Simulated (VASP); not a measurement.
# C in VASP: a series of runs

C is run at these levels: PBE+D3(BJ); tasks: single point.

Everything below comes from runs of VASP 6.6.1. Logs are shortened: lines on timing, memory, paths and dates and some standing lists are left out, and cuts for length are marked.

**1. The cell of the first run**

The cell holds a slab with vacuum, 2 atoms: a = 2.466 Å, b = 2.466 Å, c = 28.000 Å, α = 90.00°, β = 90.00°, γ = 120.00°.

**2. Single point, PBE+D3(BJ)**

INCAR reads:

```
SYSTEM = C
PREC = Accurate
ENCUT = 520
EDIFF = 1E-7
ISMEAR = 0
SIGMA = 0.1
LREAL = .FALSE.
LASPH = .TRUE.
NELM = 80
ALGO = Normal
ISIF = 2
LWAVE = .FALSE.
LCHARG = .TRUE.
LDIPOL = .TRUE.
IDIPOL = 3
DIPOL = 0.5 0.5 0.500
GGA = PE
IVDW = 12
LELF = .TRUE.
LVHAR = .TRUE.
LVACPOTAV = .TRUE.
NBANDS = 11
```

KPOINTS reads:

```
regular mesh
0
G
  21 21 1
  0 0 0
```

POSCAR reads:

```
C
1.0
    2.4660402567      0.0000000000      0.0000000000
   -1.2330201284      2.1356535091      0.0000000000
    0.0000000000      0.0000000000     28.0000000000
C
2
Direct
    0.3333333333      0.6666666667      0.5000000376
    0.6666666667      0.3333333333      0.4999999624
```

Potentials or basis: VASP PAW PBE potentials, release 64 (C).

On the command line:

```bash
> cat potpaw_PBE.64/C/POTCAR > POTCAR
> mpirun -np 1 vasp_std > vasp.out
```

OUTCAR:

```text
SYSTEM = C
   PREC = Accurate
   ENCUT = 520
   EDIFF = 1E-7
   ISMEAR = 0
   LREAL = .FALSE.
   LASPH = .TRUE.
   NELM = 80
   ISIF = 2
   GGA = PE
   IVDW = 12
 IVDW          = 12

 ion  position               nearest neighbor table
   1  0.333  0.667  0.500-   2 1.42   2 1.42   2 1.42
   2  0.667  0.333  0.500-   1 1.42   1 1.42   1 1.42

  LATTYP: Found a hexagonal cell.
 ALAT       =     2.4660402567
 C/A-ratio  =    11.3542347591

  Lattice vectors:

 A1 = (   2.4660402567,   0.0000000000,   0.0000000000)
 A2 = (  -1.2330201284,   2.1356535091,   0.0000000000)
 A3 = (   0.0000000000,   0.0000000000,  28.0000000000)

Analysis of symmetry for initial positions (statically):
=====================================================================
 Subroutine PRICEL returns:
 Original cell was already a primitive cell.

 Routine SETGRP: Setting up the symmetry group for a
 hexagonal supercell.

 Subroutine GETGRP returns: Found 24 space group operations
 (whereof 24 operations were pure point group operations)
 out of a pool of 24 trial point group operations.

The static configuration has the point symmetry D_6h.

Analysis of symmetry for dynamics (positions and initial velocities):
=====================================================================
 Subroutine PRICEL returns:
 Original cell was already a primitive cell.

 Routine SETGRP: Setting up the symmetry group for a
 hexagonal supercell.

 Subroutine GETGRP returns: Found 24 space group operations
 (whereof 24 operations were pure point group operations)
 out of a pool of 24 trial point group operations.

The dynamic configuration has the point symmetry D_6h.

 Subroutine INISYM returns: Found 24 space group operations
 (whereof 24 operations are pure point group operations),
 and found     1 'primitive' translations

----------------------------------------------------------------------------------------

                                     Primitive cell

  volume of cell :     147.4650

  direct lattice vectors                    reciprocal lattice vectors
     2.466040257  0.000000000  0.000000000     0.405508384  0.234120375  0.000000000
    -1.233020128  2.135653509  0.000000000     0.000000000  0.468240750  0.000000000
     0.000000000  0.000000000 28.000000000     0.000000000  0.000000000  0.035714286

  length of vectors
     2.466040257  2.466040257 28.000000000     0.468240750  0.468240750  0.035714286

  position of ions in fractional coordinates (direct lattice)
     0.333333333  0.666666667  0.500000038
     0.666666667  0.333333333  0.499999962

  ion indices of the primitive-cell ions
   primitive index   ion index
                 1           1
                 2           2

----------------------------------------------------------------------------------------

 KPOINTS: regular mesh

Automatic generation of k-mesh.
 Grid dimensions read from file:
 generate k-points for:   21   21    1

 Generating k-lattice:

  Cartesian coordinates                     Fractional coordinates (reciprocal lattice)
     0.019309923  0.011148589  0.000000000     0.047619048  0.000000000  0.000000000
     0.000000000  0.022297179  0.000000000     0.000000000  0.047619048  0.000000000
     0.000000000  0.000000000  0.035714286     0.000000000  0.000000000  1.000000000

  Length of vectors
     0.022297179  0.022297179  0.035714286

  Shift w.r.t. Gamma in fractional coordinates (k-lattice)
     0.000000000  0.000000000  0.000000000

 Subroutine IBZKPT returns following result:
 ===========================================

 Found     48 irreducible k-points:

 Following reciprocal coordinates:
            Coordinates               Weight
  0.000000  0.000000  0.000000      1.000000
  0.047619  0.000000  0.000000      6.000000
  0.095238  0.000000  0.000000      6.000000
  0.142857  0.000000  0.000000      6.000000
  0.190476  0.000000  0.000000      6.000000
  0.238095  0.000000  0.000000      6.000000
[... 16 lines left out ...]
  0.142857  0.095238  0.000000     12.000000
  0.190476  0.095238  0.000000     12.000000
 [... further k-points ...]
   k-points           NKPTS =     48   k-points in BZ     NKDIM =     48   number of bands    NBANDS=     11
   number of dos      NEDOS =    301   number of ions     NIONS =      2
   total plane-waves  NPLWV =  68040
   dimension x,y,z NGX =    18 NGY =   18 NGZ =  210
   dimension x,y,z NGXF=    36 NGYF=   36 NGZF=  420
   ions per type =               2
   NGX,Y,Z   is equivalent  to a cutoff of  12.13, 12.13, 12.47 a.u.
   NGXF,Y,Z  is equivalent  to a cutoff of  24.27, 24.27, 24.94 a.u.
 SYSTEM =  C
   PREC   = accura    normal or accurate (medium, high low for compatibility)
   ISTART =      0    job   : 0-new  1-cont  2-samecut
   ICHARG =      2    charge: 1-file 2-atom 10-const
   ISPIN  =      1    spin polarized calculation?
   LNONCOLLINEAR =      F non collinear calculations
   LSORBIT =      F    spin-orbit coupling
   LASPH  =      T    aspherical Exc in radial PAW
   ENCUT  =  520.0 eV  38.22 Ry    6.18 a.u.   4.59  4.59 52.06*2*pi/ulx,y,z
   NELM   =     80;   NELMIN=  2; NELMDL= -5     # of ELM steps
   EDIFF  = 0.1E-06   stopping-criterion for ELM
   LREAL  =      F    real-space projection
   EDIFFG = 0.1E-05   stopping-criterion for IOM
   NSW    =      0    number of steps for IOM
   IBRION =     -1    ionic relax: 0-MD 1-quasi-New 2-CG
   NFREE  =      0    steps in history (QN), initial steepest desc. (CG)
   ISIF   =      2    stress and relaxation
   ISYM   =      2    0-nonsym 1-usesym 2-fastsym
   POTIM  = 0.5000    time-step for ionic-motion
   TEBEG  =    0.0;   TEEND  =   0.0 temperature during run
   PSTRESS=    0.0 pullay stress
   NELECT =       8.0000    total number of electrons
   NUPDOWN=      -1.0000    fix difference up-down
   EMIN   =  10.00;   EMAX   =-10.00  energy-range for DOS
   EFERMI =   0.00;   METHOD = LEGACY
   ISMEAR =     0;   SIGMA  =   0.10  broadening in eV -4-tet -1-fermi 0-gaus
   EFERMI_NEDOS =   21; number of points for ismear=-14 and -15
   IALGO  =     38    algorithm
   IMIX   =      4    mixing-type and parameters
     AMIX     =   0.40;   BMIX     =  1.00
     AMIX_MAG =   1.60;   BMIX_MAG =  1.00
  volume/ion in A,a.u.               =      73.73       497.57
  Fermi-wavevector in a.u.,A,eV,Ry     =   0.619739  1.171136  5.225669  0.384076
  Thomas-Fermi vector in A             =   1.678642
   LORBIT       =      0    0 simple, 1 ext, 2 COOP (PROOUT), +10 PAW based schemes
   GGA     = PE    functional components
   LHFCALC =     F    Hartree Fock is set to
   AEXX    =    0.0000 exact exchange contribution
   IVDW    =    12    specifies the selected vdW correction
   LEPSILON=     F    determine dielectric tensor
   LRPA    =     F    only Hartree local field effects (RPA)
 non-spin polarized calculation
 Gauss-broadening in eV      SIGMA  =   0.10
  energy-cutoff  :      520.00
  volume of cell :      147.47
 maximum number of plane-waves:      4032
   NGX =  9   NGY =  9   NGZ =105

 dipolmoment           0.000000      0.000000      0.000000 electrons x Angstroem

 number of electron       7.9999997 magnetization

 dipolmoment           0.000000      0.000000     -0.000000 electrons x Angstroem

 Free energy of the ion-electron system (eV)
  ---------------------------------------------------
  ext. energy  EPLUGINS =         0.00000000
  ---------------------------------------------------
  free energy    TOTEN  =       -18.45107592 eV

  energy without entropy =      -18.45056418  energy(sigma->0) =      -18.45082005

 E-fermi :  -3.1722     XC(G=0):  -1.5481

 val. band max:       -3.1721818315   @ k =   0.3333   0.3333   0.0000
 cond. band min:      -3.1721818271   @ k =   0.3333   0.3333   0.0000
 fundamental gap:      0.0000000044
 Fermi energy:        -3.1721818285

 k-point     1 :       0.0000    0.0000    0.0000
  band No.  band energies     occupation
      1     -22.6942      2.00000
      2     -10.7889      2.00000
      3      -6.2184      2.00000
      4      -6.2184      2.00000
      5       0.0920      0.00000
      6       0.8652      0.00000
      7       1.1273      0.00000
      8       1.5101      0.00000
      9       1.7504      0.00000
     10       2.5214      0.00000
     11       2.8661      0.00000

 k-point     2 :       0.0476    0.0000    0.0000
  band No.  band energies     occupation
      1     -22.6406      2.00000
      2     -10.7249      2.00000
      3      -6.4385      2.00000
      4      -6.3342      2.00000
      5       0.1646      0.00000
      6       0.9390      0.00000
      7       1.2021      0.00000
      8       1.5845      0.00000
      9       1.8248      0.00000
     10       2.5955      0.00000
     11       2.9401      0.00000

 k-point     3 :       0.0952    0.0000    0.0000
  band No.  band energies     occupation
      1     -22.4800      2.00000
      2     -10.5334      2.00000
      3      -7.0560      2.00000
      4      -6.6513      2.00000
      5       0.3828      0.00000
      6       1.1603      0.00000
      7       1.4262      0.00000
      8       1.8076      0.00000
      9       2.0479      0.00000
     10       2.8178      0.00000
     11       3.1618      0.00000
[... 267 lines left out ...]
 k-point    23 :       0.1429    0.0952    0.0000
  band No.  band energies     occupation
      1     -21.6814      2.00000
      2      -9.5885      2.00000
      3      -9.2549      2.00000
      4      -8.1217      2.00000
      5       1.4734      0.00000
      6       2.2637      0.00000
      7       2.5470      0.00000
      8       2.9220      0.00000
      9       3.1639      0.00000
     10       3.9270      0.00000
     11       4.2712      0.00000

 k-point    24 :       0.1905    0.0952    0.0000
  band No.  band energies     occupation
      1     -21.2062      2.00000
      2     -10.3496      2.00000
      3      -9.0334      2.00000
      4      -8.6949      2.00000
      5       2.1266      0.00000
      6       2.9196      0.00000
      7       3.2195      0.00000
      8       3.5868      0.00000
      9       3.8332      0.00000
     10       4.1102      0.00000
     11       4.5977      0.00000

 [... further k-points ...]

------------------------ aborting loop because EDIFF is reached ----------------------------------------

 vacuum level on the upper side and lower side of the slab       (xc-potential included)        -0.068        -0.068

 Edisp (eV)   -0.17714

 E8    (eV) :    -0.0555

  FORCE on cell =-STRESS in cart. coord.  units (eV):
  Direction    XX          YY          ZZ          XY          YZ          ZX
  --------------------------------------------------------------------------------------
  -------------------------------------------------------------------------------------
  Total       0.05867     0.05867    -0.01065    -0.00000    -0.00000    -0.00000
  in kB       0.63746     0.63746    -0.11574    -0.00000    -0.00000    -0.00000
  external pressure =        0.39 kB  Pullay stress =        0.00 kB

 VOLUME and BASIS-vectors are now :
 -----------------------------------------------------------------------------
  energy-cutoff  :      520.00
  volume of cell :      147.47
      direct lattice vectors                 reciprocal lattice vectors
     2.466040257  0.000000000  0.000000000     0.405508384  0.234120375  0.000000000
    -1.233020128  2.135653509  0.000000000     0.000000000  0.468240750  0.000000000
     0.000000000  0.000000000 28.000000000     0.000000000  0.000000000  0.035714286

 POSITION                                       TOTAL-FORCE (eV/Angst)
 -----------------------------------------------------------------------------------
     -0.00000      1.42377     14.00000         0.000000      0.000000     -0.000000
      1.23302      0.71188     14.00000        -0.000000      0.000000      0.000000
 -----------------------------------------------------------------------------------
    total drift:                                0.000000      0.000000      0.000000

  FREE ENERGIE OF THE ION-ELECTRON SYSTEM (eV)
  ---------------------------------------------------
  free  energy   TOTEN  =       -18.6282144602 eV

  energy  without entropy=      -18.6277027236  energy(sigma->0) =      -18.62795859

 vacuum level on the upper side and lower side of the slab         1.073         1.073
```

Wall time 45 s (1 thread of Intel Xeon 6975P-C (Granite Rapids), shared host); peak memory 0.27 GiB.

Results:

- Free energy: -18.6282 eV
- Band gap on the k mesh: zero (filled and empty bands touch)
- Dispersion energy per atom: -0.089 eV
- Work function of the upper face: 4.25 eV
- Work function of the lower face: 4.25 eV

[end of part 1 of 2]
